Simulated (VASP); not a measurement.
Crystal: AlH6.

```xyz
7
Lattice="3.5611 0.0000 0.0000 -1.7805 3.0840 0.0000 0.0000 0.0000 3.7940" Properties=species:S:1:pos:R:3 pbc="T T T"
Al    0.0000    0.0000    0.0000
H     0.0000    2.0560    1.8970
H     1.7805    1.0280    1.8970
H     1.7805    0.0000    0.0000
H    -0.8903    1.5420    0.0000
H     0.8903    1.5420    0.0000
H     0.0000    0.0000    1.8970
```

The cell was built from a structure type or drawn by symmetry, and may not be a known phase.

```yaml
Program: VASP 6.6.1
Task: relaxation of cell and atoms
Functional: PBE
Potentials_or_basis: VASP PAW PBE potentials, release 64 (Al, H)
Cutoff: 600 eV
k_mesh: 12 × 12 × 10
Occupations: gaussian, width 0.1 eV
Spin: no spin polarisation
```

At the start: pressure -0.1 GPa; volume 5.95 Å³/atom.

Q: Where does the relaxation end?

A: Over 5 steps the energy falls by 2.7 meV/atom and the volume is 5.81 Å³/atom (-2.4 %); space group P6/mmm (No. 191, to 0.1 Å) before and after.

Step by step:
```
step  energy change (eV)  largest force (eV/Å)  pressure (GPa)  volume (Å³)
   1              0.0000                0.0000           -0.09        41.67
   2             -0.0037                0.0000           -0.24        41.65
   3             -0.0117                0.0000           -0.63        41.57
   4             -0.0165                0.0000           -1.17        41.40
   5             -0.0187                0.0000            0.10        40.65
```

Final structure:
```
CELL_PARAMETERS angstrom
3.61994 0.00000 0.00000
-1.80997 3.13496 0.00000
0.00000 0.00000 3.58175
ATOMIC_POSITIONS crystal
Al 0.00000 0.00000 0.00000
H 0.33333 0.66667 0.50000
H 0.66667 0.33333 0.50000
H 0.50000 0.00000 0.00000
H 0.00000 0.50000 0.00000
H 0.50000 0.50000 0.00000
H 0.00000 0.00000 0.50000
```
